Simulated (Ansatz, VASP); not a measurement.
Two plane-wave programs on SbS2

```
Sb S
1.0
     3.64489    0.00000    0.00000
    -1.82245    3.15657    0.00000
     0.00000    0.00000   11.27785
Sb S
2 4
Direct
  0.33333 0.66667 0.25000
  0.66667 0.33333 0.75000
  0.33333 0.66667 0.60056
  0.66667 0.33333 0.10056
  0.33333 0.66667 0.89944
  0.66667 0.33333 0.39944
```

Alike in both runs: functional PBEsol; k mesh 12 × 12 × 4; occupations gaussian, width 0.1 eV; no spin polarisation.

Ansatz relaxed the structure, and its values are those at the end. VASP's run is a single point on that final structure, the one shown.

```csv
,VASP,Ansatz
version,VASP 6.6.1,Ansatz 0.2.0
potentials or method,"VASP PAW PBE potentials, release 64 (Sb, S), cutoff 520 eV","scalar-relativistic, plane waves, PAW"
valence electrons in the cell,34,54
```

Ansatz gave:

- gap on the k mesh at the Fermi level (eV): none
- pressure (GPa): 0.0
- rms of the force components (eV/Å): 0.000

**Question.** Which values does VASP return?

**Answer.** gap on the k mesh at the Fermi level (eV): none; pressure (GPa): -0.1; rms of the force components (eV/Å): 0.005.

VASP's potentials were made for PBE, not for PBEsol. A gap of «none» marks a metal or a gap that the smearing closes. VASP's potentials hold 34 valence electrons a cell and Ansatz's 54, so a difference there can come from the potentials and not from the codes.

Spin-orbit coupling is off throughout.
